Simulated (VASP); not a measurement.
# CdF2 (P6_3mc) in VASP: single point with PBE+D3(BJ)

Aim: the single point of CdF2 with PBE+D3(BJ).

Everything below comes from runs of VASP 6.6.1. Logs are shortened: lines on timing, memory, paths and dates and some standing lists are left out, and cuts for length are marked.

### Step 1. The cell of the first run

The structure is hexagonal, space group P6_3mc (No. 186). The conventional cell has a = 3.661 Å, b = 3.661 Å, c = 7.133 Å, α = 90.00°, β = 90.00°, γ = 120.00°. Cd (site symmetry 3m) has 7 F at 2.26 to 2.56 Å within 3.0 Å. F (site symmetry 3m) has 3 Cd at 2.26 Å and 6 F at 2.76 to 2.77 Å within 3.0 Å. Within 3.1 Å of F (site symmetry 3m) lie 4 Cd at 2.34 to 2.56 Å and 6 F at 2.76 to 2.77 Å.

### Step 2. Single point, PBE+D3(BJ)

The input, POSCAR:

```
CdF2
1.0
    3.6609348849      0.0000000000      0.0000000000
   -1.8304674424      3.1704626119      0.0000000000
    0.0000000000      0.0000000000      7.1332805811
Cd F
2 4
Direct
    0.6666666667      0.3333333333      0.6652754381
    0.3333333333      0.6666666667      0.1652754381
    0.0000000000      0.0000000000      0.7761131380
    0.3333333333      0.6666666667      0.5248404040
    0.6666666667      0.3333333333      0.0248404040
    0.0000000000      0.0000000000      0.2761131380
```

The input, INCAR.step1:

```
PREC = Accurate
ENCUT = 520
EDIFF = 1E-6
ISMEAR = 0
SIGMA = 0.02
LREAL = F
LASPH = T
NELM = 120
ALGO = Normal
ISIF = 2
LWAVE = F
LCHARG = T
GGA = PE
IVDW = 12
NBANDS = 43
GGA_COMPAT = F
NEDOS = 2001
LORBIT = 11
```

The input, KPOINTS.step1:

```
regular mesh
0
Gamma
  6 6 4
```

The input, INCAR.step2:

```
PREC = Accurate
ENCUT = 520
EDIFF = 1E-6
ISMEAR = -5
SIGMA = 0.02
LREAL = F
LASPH = T
NELM = 120
ALGO = Normal
ISIF = 2
LWAVE = F
LCHARG = F
GGA = PE
IVDW = 12
LORBIT = 11
NEDOS = 2001
ICHARG = 11
GGA_COMPAT = F
```

The input, KPOINTS.step2:

```
regular mesh
0
Gamma
  9 9 6
```

Potentials or basis: VASP PAW PBE potentials, release 64 (Cd_sv_GW, F).

The run is started by

```console
> cat potpaw_PBE.64/Cd_sv_GW/POTCAR potpaw_PBE.64/F/POTCAR > POTCAR
> cp INCAR.step1 INCAR
> cp KPOINTS.step1 KPOINTS
> mpirun -np 1 vasp_std > vasp.out
> cp INCAR.step2 INCAR
> cp KPOINTS.step2 KPOINTS
> mpirun -np 1 vasp_std > vasp.out
```

OUTCAR:

```text
PREC = Accurate
   ENCUT = 520
   EDIFF = 1E-6
   ISMEAR = -5
   LREAL = F
   LASPH = T
   NELM = 120
   ISIF = 2
   GGA = PE
   IVDW = 12
   LORBIT = 11
   ICHARG = 11
 IVDW          = 12

 ion  position               nearest neighbor table
   1  0.667  0.333  0.665-   3 2.26   3 2.26   3 2.26
   2  0.333  0.667  0.165-   6 2.26   6 2.26   6 2.26
   3  0.000  0.000  0.776-   1 2.26   1 2.26   1 2.26
   4  0.333  0.667  0.525-
   5  0.667  0.333  0.025-
   6  0.000  0.000  0.276-   2 2.26   2 2.26   2 2.26

  LATTYP: Found a hexagonal cell.
 ALAT       =     3.6609348849
 C/A-ratio  =     1.9484860576

  Lattice vectors:

 A1 = (   3.6609348849,   0.0000000000,   0.0000000000)
 A2 = (  -1.8304674424,   3.1704626119,   0.0000000000)
 A3 = (   0.0000000000,   0.0000000000,   7.1332805811)

Analysis of symmetry for initial positions (statically):
=====================================================================
 Subroutine PRICEL returns:
 Original cell was already a primitive cell.

 Routine SETGRP: Setting up the symmetry group for a
 hexagonal supercell.

 Subroutine GETGRP returns: Found 12 space group operations
 (whereof  6 operations were pure point group operations)
 out of a pool of 24 trial point group operations.

The static configuration has the point symmetry C_3v.
 The point group associated with its full space group is C_6v.

Analysis of symmetry for dynamics (positions and initial velocities):
=====================================================================
 Subroutine PRICEL returns:
 Original cell was already a primitive cell.

 Routine SETGRP: Setting up the symmetry group for a
 hexagonal supercell.

 Subroutine GETGRP returns: Found 12 space group operations
 (whereof  6 operations were pure point group operations)
 out of a pool of 24 trial point group operations.

The dynamic configuration has the point symmetry C_3v.
 The point group associated with its full space group is C_6v.

 Subroutine INISYM returns: Found 12 space group operations
 (whereof  6 operations are pure point group operations),
 and found     1 'primitive' translations

----------------------------------------------------------------------------------------

                                     Primitive cell

  volume of cell :      82.7950

  direct lattice vectors                    reciprocal lattice vectors
     3.660934885  0.000000000  0.000000000     0.273154271  0.157705692  0.000000000
    -1.830467442  3.170462612  0.000000000     0.000000000  0.315411384  0.000000000
     0.000000000  0.000000000  7.133280581     0.000000000  0.000000000  0.140187953

  length of vectors
     3.660934885  3.660934885  7.133280581     0.315411384  0.315411384  0.140187953

  position of ions in fractional coordinates (direct lattice)
     0.666666667  0.333333333  0.665275438
     0.333333333  0.666666667  0.165275438
     0.000000000  0.000000000  0.776113138
     0.333333333  0.666666667  0.524840404
     0.666666667  0.333333333  0.024840404
     0.000000000  0.000000000  0.276113138

  ion indices of the primitive-cell ions
   primitive index   ion index
                 1           1
                 2           2
                 3           3
                 4           4
                 5           5
                 6           6

----------------------------------------------------------------------------------------

 KPOINTS: regular mesh

Automatic generation of k-mesh.
 Grid dimensions read from file:
 generate k-points for:    9    9    6

 Generating k-lattice:

  Cartesian coordinates                     Fractional coordinates (reciprocal lattice)
     0.030350475  0.017522855  0.000000000     0.111111111  0.000000000  0.000000000
     0.000000000  0.035045709  0.000000000     0.000000000  0.111111111  0.000000000
     0.000000000  0.000000000  0.023364659     0.000000000  0.000000000  0.166666667

  Length of vectors
     0.035045709  0.035045709  0.023364659

  Shift w.r.t. Gamma in fractional coordinates (k-lattice)
     0.000000000  0.000000000  0.000000000

 TETIRR: Found    492 inequivalent tetrahedra from     2916

 Subroutine IBZKPT returns following result:
 ===========================================

 Found     48 irreducible k-points:

 Following reciprocal coordinates:
            Coordinates               Weight
  0.000000  0.000000  0.000000      1.000000
  0.111111  0.000000  0.000000      6.000000
  0.222222  0.000000  0.000000      6.000000
  0.333333  0.000000  0.000000      6.000000
  0.444444  0.000000  0.000000      6.000000
  0.111111  0.111111  0.000000      6.000000
[... 16 lines left out ...]
  0.333333  0.222222  0.166667     24.000000
  0.333333  0.333333  0.166667      4.000000
 [... further k-points ...]
   k-points           NKPTS =     48   k-points in BZ     NKDIM =     48   number of bands    NBANDS=     40
   number of dos      NEDOS =   2001   number of ions     NIONS =      6
   total plane-waves  NPLWV =  42336
   dimension x,y,z NGX =    28 NGY =   28 NGZ =   54
   dimension x,y,z NGXF=    56 NGYF=   56 NGZF=  108
   ions per type =               2   4
   NGX,Y,Z   is equivalent  to a cutoff of  12.72, 12.72, 12.59 a.u.
   NGXF,Y,Z  is equivalent  to a cutoff of  25.43, 25.43, 25.17 a.u.
 SYSTEM =  unknown system
   PREC   = accura    normal or accurate (medium, high low for compatibility)
   ISTART =      0    job   : 0-new  1-cont  2-samecut
   ICHARG =     11    charge: 1-file 2-atom 10-const
   ISPIN  =      1    spin polarized calculation?
   LNONCOLLINEAR =      F non collinear calculations
   LSORBIT =      F    spin-orbit coupling
   LASPH  =      T    aspherical Exc in radial PAW
   ENCUT  =  520.0 eV  38.22 Ry    6.18 a.u.   6.81  6.81 13.26*2*pi/ulx,y,z
   NELM   =    120;   NELMIN=  2; NELMDL=  0     # of ELM steps
   EDIFF  = 0.1E-05   stopping-criterion for ELM
   LREAL  =      F    real-space projection
   EDIFFG = 0.1E-04   stopping-criterion for IOM
   NSW    =      0    number of steps for IOM
   IBRION =     -1    ionic relax: 0-MD 1-quasi-New 2-CG
   NFREE  =      0    steps in history (QN), initial steepest desc. (CG)
   ISIF   =      2    stress and relaxation
   ISYM   =      2    0-nonsym 1-usesym 2-fastsym
   POTIM  = 0.5000    time-step for ionic-motion
   TEBEG  =    0.0;   TEEND  =   0.0 temperature during run
   PSTRESS=    0.0 pullay stress
   NELECT =      68.0000    total number of electrons
   NUPDOWN=      -1.0000    fix difference up-down
   EMIN   =  10.00;   EMAX   =-10.00  energy-range for DOS
   EFERMI =   0.00;   METHOD = LEGACY
   ISMEAR =    -5;   SIGMA  =   0.02  broadening in eV -4-tet -1-fermi 0-gaus
   EFERMI_NEDOS =   21; number of points for ismear=-14 and -15
   IALGO  =     38    algorithm
   IMIX   =      4    mixing-type and parameters
     AMIX     =   0.40;   BMIX     =  1.00
     AMIX_MAG =   1.60;   BMIX_MAG =  1.00
  volume/ion in A,a.u.               =      13.80        93.12
  Fermi-wavevector in a.u.,A,eV,Ry     =   1.533121  2.897179 31.979958  2.350461
  Thomas-Fermi vector in A             =   2.640232
   LORBIT       =     11    0 simple, 1 ext, 2 COOP (PROOUT), +10 PAW based schemes
   GGA     = PE    functional components
   LHFCALC =     F    Hartree Fock is set to
   AEXX    =    0.0000 exact exchange contribution
   IVDW    =    12    specifies the selected vdW correction
   LEPSILON=     F    determine dielectric tensor
   LRPA    =     F    only Hartree local field effects (RPA)
 non-spin polarized calculation
 Fermi weights with tetrahedron method with Bloechl corrections
  energy-cutoff  :      520.00
  volume of cell :       82.79
 maximum number of plane-waves:      2256
 NGX is ok and might be reduce to    28

 number of electron      68.0000009 magnetization

 Free energy of the ion-electron system (eV)
  ---------------------------------------------------
  ext. energy  EPLUGINS =         0.00000000
  ---------------------------------------------------
  free energy    TOTEN  =       -21.62004300 eV

  energy without entropy =      -21.62004300  energy(sigma->0) =      -21.62004300

 E-fermi :   0.2179     XC(G=0): -10.2674

 val. band max:        0.1655303013   @ k =   0.4444   0.0000   0.0000
 cond. band min:       2.9993469256   @ k =   0.0000   0.0000   0.0000
 fundamental gap:      2.8338166243
 Fermi energy:         0.2178663710

 k-point     1 :       0.0000    0.0000    0.0000
  band No.  band energies     occupation
      1     -98.4548      2.00000
      2     -98.4546      2.00000
      3     -59.6078      2.00000
      4     -59.6074      2.00000
      5     -59.5298      2.00000
      6     -59.5298      2.00000
[... 32 lines left out ...]
     39      13.9049      0.00000
     40      13.9090      0.00000

 k-point     2 :       0.1111    0.0000    0.0000
  band No.  band energies     occupation
      1     -98.4548      2.00000
      2     -98.4546      2.00000
      3     -59.6079      2.00000
      4     -59.6074      2.00000
      5     -59.5303      2.00000
      6     -59.5299      2.00000
[... 935 lines left out ...]
     39      11.4121      0.00000
     40      12.1954      0.00000

 k-point    24 :       0.3333    0.3333    0.1667
  band No.  band energies     occupation
      1     -98.4546      2.00000
      2     -98.4546      2.00000
      3     -59.6074      2.00000
      4     -59.6074      2.00000
      5     -59.5323      2.00000
      6     -59.5321      2.00000
[... 32 lines left out ...]
     39      11.1700      0.00000
     40      12.3656      0.00000

 [... further k-points ...]

------------------------ aborting loop because EDIFF is reached ----------------------------------------

 Edisp (eV)   -0.95107

 E8    (eV) :    -0.3603

  FORCE on cell =-STRESS in cart. coord.  units (eV):
  Direction    XX          YY          ZZ          XY          YZ          ZX
  --------------------------------------------------------------------------------------
  -------------------------------------------------------------------------------------
  Total      -0.83146    -0.83146    -0.96048    -0.00000     0.00000     0.00000
  in kB     -16.08968   -16.08968   -18.58631    -0.00000     0.00000     0.00000
  external pressure =      -16.92 kB  Pullay stress =        0.00 kB

 VOLUME and BASIS-vectors are now :
 -----------------------------------------------------------------------------
  energy-cutoff  :      520.00
  volume of cell :       82.79
      direct lattice vectors                 reciprocal lattice vectors
     3.660934885  0.000000000  0.000000000     0.273154271  0.157705692  0.000000000
    -1.830467442  3.170462612  0.000000000     0.000000000  0.315411384  0.000000000
     0.000000000  0.000000000  7.133280581     0.000000000  0.000000000  0.140187953

 POSITION                                       TOTAL-FORCE (eV/Angst)
 -----------------------------------------------------------------------------------
      1.83047      1.05682      4.74560        -0.000000      0.000000     -0.001548
     -0.00000      2.11364      1.17896         0.000000     -0.000000     -0.001548
      0.00000      0.00000      5.53623         0.000000      0.000000      0.005153
     -0.00000      2.11364      3.74383        -0.000000      0.000000     -0.003606
      1.83047      1.05682      0.17719         0.000000     -0.000000     -0.003606
      0.00000      0.00000      1.96959         0.000000      0.000000      0.005153
 -----------------------------------------------------------------------------------
    total drift:                               -0.000002      0.000000      0.001028

  FREE ENERGIE OF THE ION-ELECTRON SYSTEM (eV)
  ---------------------------------------------------
  free  energy   TOTEN  =       -22.5711165825 eV

  energy  without entropy=      -22.5711165825  energy(sigma->0) =      -22.57111658

 total charge

# of ion       s       p       d       f       tot
--------------------------------------------------
    1        2.146   6.112   9.305   0.012  17.576
    2        2.146   6.112   9.305   0.012  17.576
    3        1.740   4.335   0.000   0.000   6.074
    4        1.739   4.323   0.000   0.000   6.062
    5        1.739   4.323   0.000   0.000   6.062
    6        1.740   4.335   0.000   0.000   6.074
--------------------------------------------------
tot         11.249  29.538  18.611   0.025  59.423
```

Wall time 4 min (1 thread of Intel Xeon Platinum 8375C at 2.90GHz (Ice Lake), shared host); peak memory 0.3 GiB.

Results:

* Valence electrons inside the program's atomic spheres: Cd 17.58; F 6.07, 6.06 (each value once)
* Dispersion energy per atom: -0.159 eV
